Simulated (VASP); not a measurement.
# MgZn3O4 (Cm) in VASP: single point with PBEsol

Aim: the single point of MgZn3O4 with PBEsol.

Everything below comes from runs of VASP 6.6.1. Logs are shortened: lines on timing, memory, paths and dates and some standing lists are left out, and cuts for length are marked.

### Step 1. The cell of the first run

Symmetry: Cm, No. 8, monoclinic system. The conventional cell has a = 11.795 Å, b = 3.257 Å, c = 5.642 Å, α = 90.00°, β = 118.58°, γ = 90.00°. Mg (site symmetry m) has 5 O at 1.88 to 2.65 Å within 2.7 Å. Within 2.7 Å of Zn (site symmetry m) lie 5 O at 1.88 to 2.65 Å. Within 2.7 Å of Zn (site symmetry m) lie 5 O at 1.88 to 2.65 Å. Zn (site symmetry m) has 5 O at 1.88 to 2.65 Å within 2.7 Å. Within 2.7 Å of O (site symmetry m) lie 4 Zn at 1.88 to 2.65 Å and 1 Mg at 2.53 Å. O (site symmetry m) has 4 Zn at 1.88 to 2.53 Å and 1 Mg at 2.65 Å within 2.7 Å. O (site symmetry m) has 3 Zn at 1.88 to 2.65 Å and 2 Mg at 1.88 Å within 2.7 Å. O (site symmetry m) has 4 Zn at 1.88 to 2.65 Å and 1 Mg at 1.88 Å within 2.7 Å.

### Step 2. Single point, PBEsol (atoms displaced along a vibrational mode)

INCAR

```
SYSTEM = MgZn3O4
PREC = Accurate
ENCUT = 520
EDIFF = 1E-6
ISMEAR = 0
SIGMA = 0.01
LREAL = .False.
LASPH = .True.
NELM = 100
ALGO = Normal
ISIF = 2
LWAVE = .False.
LCHARG = .False.
GGA = PS
NBANDS = 41
```

KPOINTS

```
regular mesh
0
Gamma
  10 10 10
  0 0 0
```

POSCAR

```
MgZn3O4
1.0
   -3.2575000000      0.0000000000      0.0000000000
    0.0000000000      5.6421555057      0.0000000000
    1.6287500000     -2.8210777528     -5.1787500000
Mg Zn O
1 3 4
Direct
    0.0267415689      0.3598547512      0.0534831378
    0.5265839133      0.8601096713      0.0531678267
    0.7765530433      0.4429779264      0.5531060865
    0.2764461828      0.9433818697      0.5528923656
    0.7825973416      0.1158749928      0.5651946832
    0.2823134366      0.6157233996      0.5646268731
    0.5324368752      0.1991126946      0.0648737505
    0.0323276383      0.6989646944      0.0646552766
```

Potentials or basis: VASP PAW PBE potentials, release 64 (Mg, Zn, O).

Run with:

```sh
> cat potpaw_PBE.64/Mg/POTCAR potpaw_PBE.64/Zn/POTCAR potpaw_PBE.64/O/POTCAR > POTCAR
> mpirun -np 1 vasp_std > vasp.out
```

OUTCAR:

```text
SYSTEM = MgZn3O4
   PREC = Accurate
   ENCUT = 520
   EDIFF = 1E-6
   ISMEAR = 0
   LREAL = .False.
   LASPH = .True.
   NELM = 100
   ISIF = 2
   GGA = PS

 ion  position               nearest neighbor table
   1  0.027  0.360  0.053-   7 1.88   7 1.88   8 1.88   5 2.53   6 2.65   3 3.20   3 3.20   4 3.20
                             3 3.20   4 3.20   4 3.20   2 3.26   2 3.26   2 3.26   2 3.26
   2  0.527  0.860  0.053-   7 1.88   8 1.88   8 1.88   1 3.26   1 3.26   1 3.26   1 3.26
   3  0.777  0.443  0.553-   5 1.88   6 1.88   6 1.88   1 3.20   1 3.20   1 3.20
   4  0.276  0.943  0.553-   5 1.88   5 1.88   6 1.88   1 3.20   1 3.20   1 3.20
   5  0.783  0.116  0.565-   3 1.88   4 1.88   4 1.88   1 2.53
   6  0.282  0.616  0.565-   3 1.88   3 1.88   4 1.88   1 2.65
   7  0.532  0.199  0.065-   2 1.88   1 1.88   1 1.88
   8  0.032  0.699  0.065-   2 1.88   2 1.88   1 1.88

  LATTYP: Found a body centered orthorhombic cell.
 ALAT       =     3.2575000000
 B/A-ratio  =     1.7320508076
 C/A-ratio  =     3.1795855718

  Lattice vectors:

 A1 = (  -1.6287500000,   2.8210777528,   5.1787500000)
 A2 = (   1.6287500000,  -2.8210777529,   5.1787500000)
 A3 = (   1.6287500000,   2.8210777529,  -5.1787500000)

Analysis of symmetry for initial positions (statically):
=====================================================================
 Subroutine PRICEL returns:
 Original cell was already a primitive cell.

 Routine SETGRP: Setting up the symmetry group for a
 body centered orthorhombic supercell.

 Subroutine GETGRP returns: Found  2 space group operations
 (whereof  2 operations were pure point group operations)
 out of a pool of  8 trial point group operations.

The static configuration has the point symmetry C_1h.

Analysis of symmetry for dynamics (positions and initial velocities):
=====================================================================
 Subroutine PRICEL returns:
 Original cell was already a primitive cell.

 Routine SETGRP: Setting up the symmetry group for a
 body centered orthorhombic supercell.

 Subroutine GETGRP returns: Found  2 space group operations
 (whereof  2 operations were pure point group operations)
 out of a pool of  8 trial point group operations.

The dynamic configuration has the point symmetry C_1h.

 Subroutine INISYM returns: Found  2 space group operations
 (whereof  2 operations are pure point group operations),
 and found     1 'primitive' translations

----------------------------------------------------------------------------------------

                                     Primitive cell

  volume of cell :      95.1819

  direct lattice vectors                    reciprocal lattice vectors
    -3.257500000  0.000000000  0.000000000    -0.306983883  0.000000000 -0.096548395
     0.000000000  5.642155506  0.000000000     0.000000000  0.177237228 -0.096548395
     1.628750000 -2.821077753 -5.178750000     0.000000000  0.000000000 -0.193096790

  length of vectors
     3.257500000  5.642155506  6.118068144     0.321808479  0.201828213  0.193096790

  position of ions in fractional coordinates (direct lattice)
     0.026741569  0.359854751  0.053483138
     0.526583913  0.860109671  0.053167827
     0.776553043  0.442977926  0.553106087
     0.276446183  0.943381870  0.552892366
     0.782597342  0.115874993  0.565194683
     0.282313437  0.615723400  0.564626873
     0.532436875  0.199112695  0.064873750
     0.032327638  0.698964694  0.064655277

  ion indices of the primitive-cell ions
   primitive index   ion index
                 1           1
                 2           2
                 3           3
                 4           4
                 5           5
                 6           6
                 7           7
                 8           8

----------------------------------------------------------------------------------------

 KPOINTS: regular mesh

Automatic generation of k-mesh.
 Grid dimensions read from file:
 generate k-points for:   10   10   10

 Generating k-lattice:

  Cartesian coordinates                     Fractional coordinates (reciprocal lattice)
    -0.030698388  0.000000000 -0.009654839     0.100000000  0.000000000 -0.000000000
     0.000000000  0.017723723 -0.009654839     0.000000000  0.100000000 -0.000000000
     0.000000000  0.000000000 -0.019309679     0.000000000  0.000000000  0.100000000

  Length of vectors
     0.032180848  0.020182821  0.019309679

  Shift w.r.t. Gamma in fractional coordinates (k-lattice)
     0.000000000  0.000000000  0.000000000

 Subroutine IBZKPT returns following result:
 ===========================================

 Found    282 irreducible k-points:

 Following reciprocal coordinates:
            Coordinates               Weight
  0.000000  0.000000  0.000000      1.000000
  0.100000  0.000000 -0.000000      4.000000
  0.200000  0.000000 -0.000000      4.000000
  0.300000  0.000000  0.000000      4.000000
  0.400000  0.000000 -0.000000      4.000000
  0.500000  0.000000 -0.000000      2.000000
[... 16 lines left out ...]
 -0.200000  0.100000  0.000000      4.000000
  0.200000  0.100000 -0.100000      4.000000
 [... further k-points ...]
   k-points           NKPTS =    282   k-points in BZ     NKDIM =    282   number of bands    NBANDS=     41
   number of dos      NEDOS =    301   number of ions     NIONS =      8
   total plane-waves  NPLWV =  48384
   dimension x,y,z NGX =    24 NGY =   42 NGZ =   48
   dimension x,y,z NGXF=    48 NGYF=   84 NGZF=   96
   ions per type =               1   3   4
   NGX,Y,Z   is equivalent  to a cutoff of  12.25, 12.38, 13.04 a.u.
   NGXF,Y,Z  is equivalent  to a cutoff of  24.50, 24.75, 26.09 a.u.
 SYSTEM =  MgZn3O4
   PREC   = accura    normal or accurate (medium, high low for compatibility)
   ISTART =      0    job   : 0-new  1-cont  2-samecut
   ICHARG =      2    charge: 1-file 2-atom 10-const
   ISPIN  =      1    spin polarized calculation?
   LNONCOLLINEAR =      F non collinear calculations
   LSORBIT =      F    spin-orbit coupling
   LASPH  =      T    aspherical Exc in radial PAW
   ENCUT  =  520.0 eV  38.22 Ry    6.18 a.u.   6.06 10.49 11.38*2*pi/ulx,y,z
   NELM   =    100;   NELMIN=  2; NELMDL= -5     # of ELM steps
   EDIFF  = 0.1E-05   stopping-criterion for ELM
   LREAL  =      F    real-space projection
   EDIFFG = 0.1E-04   stopping-criterion for IOM
   NSW    =      0    number of steps for IOM
   IBRION =     -1    ionic relax: 0-MD 1-quasi-New 2-CG
   NFREE  =      0    steps in history (QN), initial steepest desc. (CG)
   ISIF   =      2    stress and relaxation
   ISYM   =      2    0-nonsym 1-usesym 2-fastsym
   POTIM  = 0.5000    time-step for ionic-motion
   TEBEG  =    0.0;   TEEND  =   0.0 temperature during run
   PSTRESS=    0.0 pullay stress
   NELECT =      62.0000    total number of electrons
   NUPDOWN=      -1.0000    fix difference up-down
   EMIN   =  10.00;   EMAX   =-10.00  energy-range for DOS
   EFERMI =   0.00;   METHOD = LEGACY
   ISMEAR =     0;   SIGMA  =   0.01  broadening in eV -4-tet -1-fermi 0-gaus
   EFERMI_NEDOS =   21; number of points for ismear=-14 and -15
   IALGO  =     38    algorithm
   IMIX   =      4    mixing-type and parameters
     AMIX     =   0.40;   BMIX     =  1.00
     AMIX_MAG =   1.60;   BMIX_MAG =  1.00
  volume/ion in A,a.u.               =      11.90        80.29
  Fermi-wavevector in a.u.,A,eV,Ry     =   1.419125  2.681757 27.400979  2.013915
  Thomas-Fermi vector in A             =   2.540178
   LORBIT       =      0    0 simple, 1 ext, 2 COOP (PROOUT), +10 PAW based schemes
   GGA     = PS    functional components
   LHFCALC =     F    Hartree Fock is set to
   AEXX    =    0.0000 exact exchange contribution
   IVDW    =     0    specifies the selected vdW correction
   LEPSILON=     F    determine dielectric tensor
   LRPA    =     F    only Hartree local field effects (RPA)
 non-spin polarized calculation
 Gauss-broadening in eV      SIGMA  =   0.01
  energy-cutoff  :      520.00
  volume of cell :       95.18
 maximum number of plane-waves:      2594
   NGX = 13   NGY = 21   NGZ = 23

 number of electron      62.0000003 magnetization

 Free energy of the ion-electron system (eV)
  ---------------------------------------------------
  ext. energy  EPLUGINS =         0.00000000
  ---------------------------------------------------
  free energy    TOTEN  =       -40.39326185 eV

  energy without entropy =      -40.39326185  energy(sigma->0) =      -40.39326185

 E-fermi :   1.3510     XC(G=0): -10.8583

 val. band max:        1.2310785546   @ k =   0.0000   0.0000   0.0000
 cond. band min:       2.4855827153   @ k =   0.0000   0.0000   0.0000
 fundamental gap:      1.2545041607
 Fermi energy:         1.3510073042

 k-point     1 :       0.0000    0.0000    0.0000
  band No.  band energies     occupation
      1     -16.7563      2.00000
      2     -16.0824      2.00000
      3     -15.8776      2.00000
      4     -15.3848      2.00000
      5      -5.0099      2.00000
      6      -5.0097      2.00000
[... 33 lines left out ...]
     40      11.7068      0.00000
     41      13.9905      0.00000

 k-point     2 :       0.1000    0.0000   -0.0000
  band No.  band energies     occupation
      1     -16.7112      2.00000
      2     -16.0717      2.00000
      3     -15.8560      2.00000
      4     -15.3735      2.00000
      5      -5.0318      2.00000
      6      -4.9580      2.00000
[... 33 lines left out ...]
     40      11.7166      0.00000
     41      13.1865      0.00000

 k-point     3 :       0.2000    0.0000   -0.0000
  band No.  band energies     occupation
      1     -16.5860      2.00000
      2     -16.0457      2.00000
      3     -15.7979      2.00000
      4     -15.3460      2.00000
      5      -5.0769      2.00000
      6      -4.8094      2.00000
[... 33 lines left out ...]
     40      11.4365      0.00000
     41      12.1282      0.00000

 k-point     4 :       0.3000    0.0000    0.0000
  band No.  band energies     occupation
      1     -16.4124      2.00000
      2     -16.0235      2.00000
      3     -15.7227      2.00000
      4     -15.3182      2.00000
      5      -5.0912      2.00000
      6      -4.5929      2.00000
[... 825 lines left out ...]
     40      10.6626      0.00000
     41      11.7469      0.00000

 k-point    23 :      -0.2000    0.1000    0.0000
  band No.  band energies     occupation
      1     -16.5816      2.00000
      2     -16.0553      2.00000
      3     -15.7876      2.00000
      4     -15.3510      2.00000
      5      -5.0795      2.00000
      6      -4.7927      2.00000
[... 33 lines left out ...]
     40      11.3101      0.00000
     41      12.0115      0.00000

 k-point    24 :       0.2000    0.1000   -0.1000
  band No.  band energies     occupation
      1     -16.5816      2.00000
      2     -16.0554      2.00000
      3     -15.7875      2.00000
      4     -15.3511      2.00000
      5      -5.0797      2.00000
      6      -4.7925      2.00000
[... 33 lines left out ...]
     40      11.3140      0.00000
     41      12.0158      0.00000

 [... further k-points ...]

------------------------ aborting loop because EDIFF is reached ----------------------------------------

  FORCE on cell =-STRESS in cart. coord.  units (eV):
  Direction    XX          YY          ZZ          XY          YZ          ZX
  --------------------------------------------------------------------------------------
  -------------------------------------------------------------------------------------
  Total        6.7440891      6.5173099     -3.9058919      0.0000000      0.0014863      0.0000000
  in kB      113.5218494    109.7045234    -65.7470670      0.0000000      0.0250180      0.0000000
  external PRESSURE =      52.4931019 kB  Pullay stress =       0.0000000 kB

 VOLUME and BASIS-vectors are now :
 -----------------------------------------------------------------------------
  energy-cutoff  :      520.00
  volume of cell :       95.18
      direct lattice vectors                 reciprocal lattice vectors
    -3.257500000  0.000000000  0.000000000    -0.306983883  0.000000000 -0.096548395
     0.000000000  5.642155506  0.000000000     0.000000000  0.177237228 -0.096548395
     1.628750000 -2.821077753 -5.178750000     0.000000000  0.000000000 -0.193096790

 POSITION                                       TOTAL-FORCE (eV/Angst)
 -----------------------------------------------------------------------------------
      0.00000      1.87948     -0.27698        -0.000000     -0.193638      0.188250
     -1.62875      4.70288     -0.27534        -0.000000      0.184742      0.118140
     -1.62875      0.93900     -2.86440         0.000000      0.019140      0.180065
      0.00000      3.76295     -2.86329         0.000000     -0.019589      0.157245
     -1.62875     -0.94067     -2.92700         0.000000      0.002223     -0.495646
     -0.00000      1.88115     -2.92406         0.000000      0.004587      0.167722
     -1.62875      0.94041     -0.33596        -0.000000     -0.026389     -0.160077
     -0.00000      3.76127     -0.33483        -0.000000      0.028923     -0.155700
 -----------------------------------------------------------------------------------
    total drift:                                0.000460     -0.001961     -0.001974

  FREE ENERGIE OF THE ION-ELECTRON SYSTEM (eV)
  ---------------------------------------------------
  free  energy   TOTEN  =       -40.3932618467 eV

  energy  without entropy=      -40.3932618467  energy(sigma->0) =      -40.39326185
```

It took 7.1 min on 1 thread of Intel Xeon 6975P-C (Granite Rapids), shared host; peak memory 0.9 GiB.

What came out:

- Free energy: -40.3933 eV
- Pressure: 5.2 GPa
- Largest force: 0.496 eV/Å
- Band gap on the k mesh: 1.25 eV

Forces in eV/Å, atoms in the order of the input:
```
Mg   0.000 -0.194  0.188
Zn   0.000  0.185  0.118
Zn   0.000  0.019  0.180
Zn   0.000 -0.020  0.157
O    0.000  0.002 -0.496
O    0.000  0.005  0.168
O    0.000 -0.026 -0.160
O    0.000  0.029 -0.156
```

Caveat: the cell differs from its parent crystal (atoms displaced along a vibrational mode); the cell stands under pressure; the PAW data sets were made with another functional, which shifts forces and pressure a little. A k mesh can miss the band edges.
